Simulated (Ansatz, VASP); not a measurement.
## Two plane-wave programs on YSi2Os2

File INCAR:

```
ALGO = Normal
EDIFF = 1E-7
EDIFFG = -0.005
ENCUT = 600
GGA = CA
IBRION = 2
ISIF = 3
ISMEAR = 0
LASPH = True
LCHARG = False
LREAL = False
LWAVE = False
NELM = 100
NSW = 100
PREC = Accurate
SIGMA = 0.1
```

Contents of KPOINTS:

```
k-points
0
Gamma
  12 12 12
```

The input POSCAR:

```
YSi2Os2
1.0
   -2.0586132800      2.0586132800      4.7558986683
    2.0586132800     -2.0586132800      4.7558986683
    2.0586132800      2.0586132800     -4.7558986683
Y Si Os
1 2 2
Direct
    0.0000000000      0.0000000000      0.0000000000
    0.3716867381      0.3716867381      0.0000000000
    0.6283132619      0.6283132619      0.0000000000
    0.7500000000      0.2500000000      0.5000000000
    0.2500000000      0.7500000000      0.5000000000
```

Input for Ansatz:

```yaml
crystal:
  lattice:
    - [-2.05861328, 2.05861328, 4.7558986683]
    - [2.05861328, -2.05861328, 4.7558986683]
    - [2.05861328, 2.05861328, -4.7558986683]
  atoms:
    - { symbol: "Y", position: [0.0, 0.0, 0.0] }
    - { symbol: Si, position: [0.3716867381, 0.3716867381, 0.0] }
    - { symbol: Si, position: [0.6283132619, 0.6283132619, 0.0] }
    - { symbol: Os, position: [0.75, 0.25, 0.5] }
    - { symbol: Os, position: [0.25, 0.75, 0.5] }
basis:
  ecutwfc: 420
kpoints:
  mp_grid: { grid: [12, 12, 12] }
hamiltonian:
  xc: lda
scf:
  occupations: { method: gaussian, width: 0.1 }
output:
  forces: true
  stress: true
  eigenvalues: true
  write_density: true
  write_potential: true
  elf: true
  volumetric_format: npy
relax:
  adjacent_minimum: "off"
  f_tol: 0.005
  max_steps: 80
  cell: { stress_tol: 0.05 }
```

Alike in both runs: task relaxation of cell and atoms; functional LDA; k mesh 12 × 12 × 12; occupations gaussian, width 0.1 eV; no spin polarisation.

```csv
,VASP,Ansatz
version,VASP 6.6.1,Ansatz 0.2.0
potentials or method,"VASP PAW LDA potentials, release 64 (Y_sv, Si, Os), cutoff 600 eV","scalar-relativistic, plane waves, PAW"
valence electrons in the cell,35,51
```

```csv
,VASP,Ansatz,Ansatz less VASP
"gap on the k mesh at the Fermi level, each at its own relaxed structure (eV)",none,none,-
relaxed volume (Å³/atom),16.16,16.11,-0.053
relaxed length of the cell vector where the two differ most in proportion (Å),5.593,5.593,-0.0001
```

LDA's correlation is that of Perdew and Zunger in VASP and of Perdew and Wang (1992) in Ansatz. A gap of «none» marks a metal or a gap that the smearing closes. VASP's potentials hold 35 valence electrons a cell and Ansatz's 51, so a difference there can come from the potentials and not from the codes.

Spin-orbit coupling is off throughout.
